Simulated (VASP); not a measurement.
Set up this calculation in VASP 6.6.1, as the native input.

```
Task                   : single point
Functional             : LDA
Potentials or basis    : VASP PAW LDA potentials, release 64 (Au)
Cutoff                 : 520 eV
k mesh                 : 11 × 11 × 11
Occupations            : fermi-dirac, width 0.05 eV
Spin                   : no spin polarisation
Dipole correction      : no
Further INCAR settings : ALGO = Normal; EDIFF = 1e-06; NBANDS = 12
```

The structure of Au lies in POSCAR:

```
Au
1.0
    0.0000000000      2.0074966285      2.0074966285
    2.0074966285      0.0000000000      2.0074966285
    2.0074966285      2.0074966285      0.0000000000
Au
1
Direct
    0.0000000000      0.0000000000      0.0000000000
```

The input as run:

INCAR

```
  ALGO = Normal
  EDIFF = 1E-6
  ENCUT = 520
  GGA = CA
  ISIF = 2
  ISMEAR = -1
  LASPH = True
  LCHARG = False
  LREAL = False
  LWAVE = False
  NBANDS = 12
  NELM = 60
  PREC = Accurate
  SIGMA = 0.05
```

KPOINTS

```
k-points
0
Gamma
  11 11 11
```

Potentials or basis: VASP PAW LDA potentials, release 64 (Au).

Launch:

```sh
$ cat potpaw_LDA.64/Au/POTCAR > POTCAR
$ mpirun -np 1 vasp_std > vasp.out
```

It gave:

- Pressure: 5.6 GPa

Run time: 5 s on 1 thread of Intel(R) Xeon(R) Platinum 8488C (Sapphire Rapids), on a shared host, peak memory 0.14 GiB.
